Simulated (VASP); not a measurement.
Set up this calculation in VASP 6.6.1, as the native input.

```
Task                   : single point
Functional             : PBE
Potentials or basis    : VASP PAW PBE potentials, release 64 (Ba_sv, Ti_sv, O)
Cutoff                 : 520 eV
k mesh                 : 6 × 6 × 6
Occupations            : fermi-dirac, width 0.02 eV
Spin                   : no spin polarisation
Dipole correction      : no
Further INCAR settings : ALGO = Normal; EDIFF = 1e-06; NBANDS = 28
```

The structure of BaTiO3 lies in POSCAR:

```
BaTiO3
1.0
    3.8131590514      0.0000000000      0.0000000000
    0.0000000000      3.8131590514      0.0000000000
    0.0000000000      0.0000000000      4.5334503277
Ba Ti O
1 1 3
Direct
    0.5000000000      0.5000000000      0.6141888996
    0.0000000000      0.0000000000      0.1248022295
    0.0000000000      0.5000000000      0.0509716146
    0.5000000000      0.0000000000      0.0509716146
    0.0000000000      0.0000000000      0.5190626316
```

This cell differs from its parent crystal: epitaxial xy strain -4.0%.

One way to write it, as run:

INCAR

```
ALGO = Normal
EDIFF = 1E-6
ENCUT = 520
GGA = PE
ISIF = 2
ISMEAR = -1
LASPH = T
LCHARG = F
LREAL = F
LWAVE = F
NBANDS = 28
NELM = 80
PREC = Accurate
SIGMA = 0.02
```

KPOINTS

```
k-points
0
Gamma
  6 6 6
```

Potentials or basis: VASP PAW PBE potentials, release 64 (Ba_sv, Ti_sv, O).

Command:

```console
$ cat potpaw_PBE.64/Ba_sv/POTCAR potpaw_PBE.64/Ti_sv/POTCAR potpaw_PBE.64/O/POTCAR > POTCAR
$ mpirun -np 1 vasp_std > vasp.out
```

Results of the run:

```
Pressure               : 10.6 GPa
Largest force          : 0.258 eV/Å
Band gap on the k mesh : 1.91 eV, indirect (least direct gap 2.75 eV)
```

Caveat: the cell differs from its parent crystal (epitaxial xy strain -4.0%); spin-orbit coupling is left out, which moves the levels of the heavy elements.

Wall time 68 s on 1 thread of AMD EPYC 7R13 Processor (Zen 3), on a shared host, peak memory 0.19 GiB.
